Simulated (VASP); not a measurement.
# SiC (Moissanite 3C) in VASP: settings compared, part 2 of 2

VASP 6.6.1. The steps go on from the part before.

### Step 3. Single point, LDA, non-collinear spin, typed start

This run uses another cell than the first one, of 10.35 Å³/atom, 1.004 times its volume.

Contents of INCAR:

```
SYSTEM = SiC
ALGO = Normal
EDIFF = 1E-6
ENCUT = 520
GGA = CA
ISIF = 2
ISMEAR = 0
LASPH = .TRUE.
LCHARG = .FALSE.
LNONCOLLINEAR = .TRUE.
LORBIT = 11
LREAL = .FALSE.
LWAVE = .FALSE.
MAGMOM = 0.354 0.354 0 0 0 0
NBANDS = 20
NELM = 150
PREC = Accurate
SIGMA = 0.01
```

Contents of KPOINTS:

```
k-points
0
G
  10 10 10
  0 0 0
```

Contents of POSCAR:

```
SiC
1.0
    0.0000000000      2.1790000000      2.1790000000
    2.1790000000      0.0000000000      2.1790000000
    2.1790000000      2.1790000000      0.0000000000
Si C
1 1
Direct
    0.0000000000      0.0000000000      0.0000000000
    0.7500000000      0.7500000000      0.7500000000
```

Potentials or basis: VASP PAW LDA potentials, release 64 (Si, C).

On the command line:

```console
$ cat potpaw_LDA.64/Si/POTCAR potpaw_LDA.64/C/POTCAR > POTCAR
$ mpirun -np 1 vasp_ncl > vasp.out
```

OUTCAR:

```text
SYSTEM = SiC
   EDIFF = 1E-6
   ENCUT = 520
   GGA = CA
   ISIF = 2
   ISMEAR = 0
   LASPH = .TRUE.
   LNONCOLLINEAR = .TRUE.
   LORBIT = 11
   LREAL = .FALSE.
   NELM = 150
   PREC = Accurate

 ion  position               nearest neighbor table
   1  0.000  0.000  0.000-   2 1.89   2 1.89   2 1.89   2 1.89
   2  0.750  0.750  0.750-   1 1.89   1 1.89   1 1.89   1 1.89

  LATTYP: Found a face centered cubic cell.
 ALAT       =     4.3580000000

  Lattice vectors:

 A1 = (   0.0000000000,   2.1790000000,   2.1790000000)
 A2 = (   2.1790000000,   0.0000000000,   2.1790000000)
 A3 = (   2.1790000000,   2.1790000000,   0.0000000000)

Analysis of symmetry for initial positions (statically):
=====================================================================
 Subroutine PRICEL returns:
 Original cell was already a primitive cell.

 Routine SETGRP: Setting up the symmetry group for a
 face centered cubic supercell.

 Subroutine GETGRP returns: Found 24 space group operations
 (whereof 24 operations were pure point group operations)
 out of a pool of 48 trial point group operations.

The static configuration has the point symmetry T_d .

Analysis of symmetry for dynamics (positions and initial velocities):
=====================================================================
 Subroutine PRICEL returns:
 Original cell was already a primitive cell.

 Routine SETGRP: Setting up the symmetry group for a
 face centered cubic supercell.

 Subroutine GETGRP returns: Found 24 space group operations
 (whereof 24 operations were pure point group operations)
 out of a pool of 48 trial point group operations.

The dynamic configuration has the point symmetry T_d .

[... 154 lines left out ...]

 number of electron       8.0000001 magnetization       0.0002694      0.0002694      0.0000000

 Free energy of the ion-electron system (eV)
  ---------------------------------------------------
  ext. energy  EPLUGINS =         0.00000000
  ---------------------------------------------------
  free energy    TOTEN  =       -16.63794454 eV

  energy without entropy =      -16.63794454  energy(sigma->0) =      -16.63794454

 E-fermi :   8.2002     XC(G=0): -11.5565

 val. band max:        8.0619260082   @ k =   0.0000   0.0000   0.0000
 cond. band min:       9.3662418862   @ k =   0.0000   0.5000   0.5000
 fundamental gap:      1.3043158781
 Fermi energy:         8.2002071597

 k-point     1 :       0.0000    0.0000    0.0000
  band No.  band energies     occupation
      1      -7.2540      1.00000
      2      -7.2538      1.00000
      3       8.0617      1.00000
      4       8.0617      1.00000
      5       8.0617      1.00000
      6       8.0619      1.00000
[... 541 lines left out ...]
     19      23.5774      0.00000
     20      23.5776      0.00000

 [... further k-points ...]
[... 5 lines left out ...]
  --------------------------------------------------------------------------------------
  -------------------------------------------------------------------------------------
  Total       -0.5207575     -0.5207575     -0.5207573     -0.0000002      0.0000002     -0.0000002
  in kB      -40.3222194    -40.3222194    -40.3222069     -0.0000118      0.0000126     -0.0000127
  external PRESSURE =     -40.3222152 kB  Pullay stress =       0.0000000 kB

 VOLUME and BASIS-vectors are now :
 -----------------------------------------------------------------------------
  energy-cutoff  :      520.00
  volume of cell :       20.69
      direct lattice vectors                 reciprocal lattice vectors
     0.000000000  2.179000000  2.179000000    -0.229463056  0.229463056  0.229463056
     2.179000000  0.000000000  2.179000000     0.229463056 -0.229463056  0.229463056
     2.179000000  2.179000000  0.000000000     0.229463056  0.229463056 -0.229463056

 POSITION                                       TOTAL-FORCE (eV/Angst)
 -----------------------------------------------------------------------------------
      0.00000      0.00000      0.00000         0.000000     -0.000000      0.000000
      3.26850      3.26850      3.26850        -0.000000      0.000000     -0.000000
 -----------------------------------------------------------------------------------
    total drift:                               -0.000000     -0.000000     -0.000000

  FREE ENERGIE OF THE ION-ELECTRON SYSTEM (eV)
  ---------------------------------------------------
  free  energy   TOTEN  =       -16.6379445426 eV

  energy  without entropy=      -16.6379445426  energy(sigma->0) =      -16.63794454

 total charge

# of ion       s       p       d       tot
------------------------------------------
    1        0.713   0.983   0.000   1.695
    2        0.828   1.710   0.000   2.538
--------------------------------------------------
tot          1.541   2.693   0.000   4.233

 magnetization (x)

# of ion       s       p       d       tot
------------------------------------------
    1       -0.000  -0.000   0.000  -0.000
    2       -0.000  -0.000   0.000  -0.000
--------------------------------------------------
tot         -0.000  -0.000   0.000  -0.000

 magnetization (y)

# of ion       s       p       d       tot
------------------------------------------
    1       -0.000  -0.000   0.000  -0.000
    2       -0.000  -0.000   0.000  -0.000
--------------------------------------------------
tot         -0.000  -0.000   0.000  -0.000

 magnetization (z)

# of ion       s       p       d       tot
------------------------------------------
    1        0.000   0.000   0.000   0.000
    2        0.000   0.000   0.000   0.000
--------------------------------------------------
tot          0.000   0.000   0.000   0.000
```

It took 2.6 min on 1 thread of Intel Xeon 6975P-C (Granite Rapids), shared host; peak memory 0.4 GiB.

What came out:

```yaml
Free_energy: -16.6379 eV
Pressure: -4.0 GPa
Band_gap_on_the_k_mesh: 1.30 eV, indirect (least direct gap 4.50 eV)
Net_moment: 0.00 μB per cell
Valence_electrons_inside_the_program's_atomic_spheres: Si 1.70; C 2.54
```

Levels at points of the mesh, in eV from the valence-band top:
| k point | band 6 | band 7 | band 8 | band 9 | band 10 | band 11 |
| --- | --- | --- | --- | --- | --- | --- |
| (0.00, 0.00, 0.00) | 0.00 | 0.00 | 0.00 | 6.29 | 6.29 | 7.19 |
| (0.50, 0.00, 0.00) | -1.05 | -1.05 | -1.05 | 5.39 | 5.39 | 7.13 |
| (0.00, 0.50, 0.00) | -1.05 | -1.05 | -1.05 | 5.39 | 5.39 | 7.13 |
| (0.00, 0.00, 0.50) | -1.05 | -1.05 | -1.05 | 5.39 | 5.39 | 7.13 |
| (0.50, 0.50, 0.00) | -3.19 | -3.19 | -3.19 | 1.30 | 1.30 | 4.19 |
| (0.00, 0.50, 0.50) | -3.19 | -3.19 | -3.19 | 1.30 | 1.30 | 4.19 |

Moments on the atoms (μB; x, y, z):
```
Si  0.00 0.00 0.00
C   0.00 0.00 0.00
```

A k mesh can miss the band edges. As with any semilocal functional, this LDA gap is likely too small.

### Step 4. Relaxation of cell and atoms, PBE+D4 (atoms moved at random)

Contents of INCAR:

```
PREC = Accurate
ENCUT = 600
EDIFF = 1E-6
ISMEAR = 1
SIGMA = 0.1
LREAL = False
LASPH = True
NELM = 60
ALGO = Normal
ISIF = 3
LWAVE = False
LCHARG = False
GGA = PE
IVDW = 13
IBRION = 2
NSW = 60
EDIFFG = -0.01
```

Contents of KPOINTS:

```
Automatic mesh
0
Gamma
  8 8 8
```

Contents of POSCAR:

```
SiC
1.0
    0.0000000000      2.1790000000      2.1790000000
    2.1790000000      0.0000000000      2.1790000000
    2.1790000000      2.1790000000      0.0000000000
Si C
1 1
Direct
    0.0002770000     -0.0073090000      0.0070170000
    0.7454640000      0.7484170000      0.7476380000
```

Potentials or basis: VASP PAW PBE potentials, release 64 (Si, C).

On the command line:

```console
$ cat potpaw_PBE.64/Si/POTCAR potpaw_PBE.64/C/POTCAR > POTCAR
$ mpirun -np 1 vasp_std > vasp.out
```

Wall time 95 s (1 thread of Intel Xeon 6975P-C (Granite Rapids), shared host); peak memory 0.19 GiB.

Results (log left out):

```yaml
Free_energy: -15.7170 eV
Relaxed_volume: 10.30 Å³/atom
Relaxed_cell: a = 3.077 Å, b = 3.077 Å, c = 3.077 Å, α = 60.00°, β = 60.00°, γ = 59.99°
Space_group_after_relaxing_to_0.05_Å: F-43m (No. 216)
Energy_gained_by_relaxing: 5.1 meV/atom
Ionic_steps: 8
Pressure_after_relaxing: -0.1 GPa
Largest_force_after_relaxing: 0.010 eV/Å
Band_gap_on_the_k_mesh: 1.35 eV, indirect (least direct gap 4.55 eV)
Dispersion_energy_per_atom: -0.331 eV
```

Forces in eV/Å, atoms in the order of the input:
```
Si   0.003  0.000 -0.010
C   -0.003  0.000  0.010
```

Stress tensor (GPa, compression positive):
```
-0.10 -0.10 -0.01
-0.10 -0.09  0.02
-0.01  0.02 -0.10
```

Step by step:
| step | energy change (eV) | largest force (eV/Å) | pressure (GPa) | volume (Å³) |
| --- | --- | --- | --- | --- |
| 1 | 0.0000 | 0.6098 | -1.00 | 20.69 |
| 2 | 0.0027 | 0.6194 | 1.19 | 20.50 |
| 3 | -0.0095 | 0.0391 | -0.18 | 20.60 |
| 4 | -0.0101 | 0.0158 | 0.22 | 20.56 |
| 5 | -0.0102 | 0.0112 | 0.16 | 20.57 |
| 6 | -0.0102 | 0.0109 | 0.15 | 20.57 |
| 7 | -0.0102 | 0.0105 | 0.14 | 20.57 |
| 8 | -0.0102 | 0.0099 | -0.10 | 20.59 |

Final structure:
```
Si C
1.0
     0.00035    2.17543    2.17551
     2.17562    0.00023    2.17563
     2.17585    2.17577    0.00001
Si C
1 1
Direct
  0.99792 0.99559 0.00227
  0.74782 0.74552 0.75239
```

Levels at points of the mesh, in eV from the valence-band top:
```tsv
k point	band 1	band 2	band 3	band 4	band 5	band 6	band 7	band 8
(0.00, 0.00, 0.00)	-15.44	0.00	0.00	0.00	6.29	7.34	7.34	7.34
(0.50, 0.00, 0.00)	-11.86	-8.56	-1.06	-1.05	5.47	7.24	7.25	10.08
(0.00, 0.50, 0.00)	-11.86	-8.56	-1.06	-1.05	5.47	7.24	7.25	10.08
(0.00, 0.00, 0.50)	-11.86	-8.56	-1.05	-1.05	5.48	7.24	7.25	10.08
(0.50, 0.50, 0.50)	-11.86	-8.56	-1.05	-1.05	5.48	7.24	7.25	10.08
(0.50, 0.50, 0.00)	-10.40	-7.81	-3.20	-3.19	1.35	4.34	14.09	14.09
(0.00, 0.50, 0.50)	-10.40	-7.81	-3.20	-3.20	1.35	4.34	14.09	14.09
(0.50, 0.00, 0.50)	-10.40	-7.81	-3.20	-3.20	1.35	4.34	14.09	14.09
```

Caveat: the cell differs from its parent crystal (atoms moved at random).

### Step 5. Summary

```tsv
task	level	potentials or basis	spin	cell	k mesh	cutoff (eV)	smearing	gap on the mesh (eV)	pressure (GPa)
single point	PBE+D4	VASP PAW PBE potentials, release 64 (Si, C)	off	a = 3.077 Å, angles 60.0°, 2 atoms	8 × 8 × 8	520	methfessel-paxton 0.1 eV	1.35	-0.1
single point	LDA	VASP PAW LDA potentials, release 64 (Si, C)	non-collinear, typed start	a = 3.082 Å, angles 60.0°, 2 atoms	10 × 10 × 10	520	gaussian 0.01 eV	1.30	-4.0
relaxation of cell and atoms	PBE+D4	VASP PAW PBE potentials, release 64 (Si, C)	off	relaxed from a = 3.082 Å, angles 60.0°, 2 atoms	8 × 8 × 8	600	methfessel-paxton 0.1 eV	1.35	-0.1
```

Total energies depend on the potentials used, so only differences within one code and one set of settings carry meaning.
